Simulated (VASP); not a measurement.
Input of a VASP 6.6.1 run:

INCAR

```
PREC = Accurate
ENCUT = 520
EDIFF = 1E-6
ISMEAR = 0
SIGMA = 0.05
LREAL = Auto
LASPH = True
NELM = 100
ALGO = Normal
ISIF = 2
LWAVE = False
LCHARG = False
GGA = PE
NBANDS = 50
```

Contents of KPOINTS:

```
regular mesh
0
Gamma
  4 4 4
```

File POSCAR:

```
Li8Cl7
1.0
   -1.9626901213      3.3994790095     -6.2893910683
   -1.9626901213      3.3994790095      6.2893910683
    7.8507604851      0.0000000001      0.0000000000
Li Cl
8 7
Direct
    0.6939870153      0.5902338867      0.3324030434
    0.2353736660      0.1274460474      0.3409232357
    0.7241306633      0.5987811674      0.8249903935
    0.2365876590      0.0934187910      0.8480335647
    0.1018646156      0.5852486137      0.1569230585
    0.6604766438      0.0174837124      0.1607252057
    0.1599631140      0.5129314659      0.6600009712
    0.6486243718      0.0255389319      0.6631629721
    0.4342950480      0.9335295472      0.3307192756
    0.9205723390      0.4169655564      0.8162814834
    0.4275819428      0.9053378920      0.8298730556
    0.8498075278      0.8060067850      0.1705288802
   -0.0381921558      0.3902416895      0.3216154851
    0.8381862829      0.8322602720      0.6684872073
    0.3414547260      0.3187517332      0.6808878841
```

Potentials or basis: VASP PAW PBE potentials, release 64 (Li_sv, Cl).

Command:

```bash
$ cat potpaw_PBE.64/Li_sv/POTCAR potpaw_PBE.64/Cl/POTCAR > POTCAR
$ mpirun -np 1 vasp_std > vasp.out
```

(1) Predict the largest force.

(2) Predict the band gap on the k mesh.

Answers

(1) 0.257 eV/Å.

(2) zero (an odd number of electrons rules out a gap without spin polarisation).

Caveat: an odd number of electrons without spin polarisation forces a metal; a magnetic or distorted state may lie lower.
